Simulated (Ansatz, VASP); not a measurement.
**One calculation of Hf, two programs**

Contents of INCAR:

```
SYSTEM = Hf
  ALGO = Fast
  EDIFF = 1E-7
  ENCUT = 520
  GGA = PE
  ISIF = 2
  ISMEAR = 0
  LASPH = .True.
  LCHARG = .False.
  LREAL = .False.
  LWAVE = .False.
  NBANDS = 11
  NELM = 100
  PREC = Accurate
  SIGMA = 0.1
```

The input KPOINTS:

```
k-points
0
Gamma
  14 14 14
  0 0 0
```

The input POSCAR:

```
Hf
1.0
   -0.0275502000      2.1662538000      2.1509802000
    2.3010300000     -0.1776000000      2.3010300000
    2.1509802000      2.1662538000     -0.0275502000
Hf
1
Direct
    0.0000000000      0.0000000000      0.0000000000
```

Input for Ansatz:

```yaml
crystal:
  lattice:
    - [-0.0275502, 2.1662538, 2.1509802]
    - [2.30103, -0.1776, 2.30103]
    - [2.1509802, 2.1662538, -0.0275502]
  atoms:
    - { symbol: Hf, position: [0.0, 0.0, 0.0] }
basis:
  ecutwfc: 420
kpoints:
  mp_grid: { grid: [14, 14, 14] }
hamiltonian:
  xc: pbe
scf:
  occupations: { method: gaussian, width: 0.1 }
output:
  forces: true
  stress: true
  eigenvalues: true
  populations: true
```

Alike in both runs: task single point; functional PBE; k mesh 14 × 14 × 14; occupations gaussian, width 0.1 eV; no spin polarisation.

```csv
,VASP,Ansatz
version,VASP 6.6.1,Ansatz 0.2.0
potentials or method,"VASP PAW PBE potentials, release 64 (Hf_pv), cutoff 520 eV","scalar-relativistic, plane waves, PAW"
valence electrons in the cell,10,26
```

```csv
,VASP,Ansatz,Ansatz less VASP
gap on the k mesh at the Fermi level (eV),none,none,-
pressure (GPa),-0.1,0.3,+0.40
"traceless stress, the component that is largest in VASP (GPa)",4.68,4.70,+0.026
```

A gap of «none» marks a metal or a gap that the smearing closes. With one functional, cell and mesh, what is left measures potentials, basis and numerics. VASP's potentials hold 10 valence electrons a cell and Ansatz's 26, so a difference there can come from the potentials and not from the codes.

Neither program's run includes spin-orbit coupling.
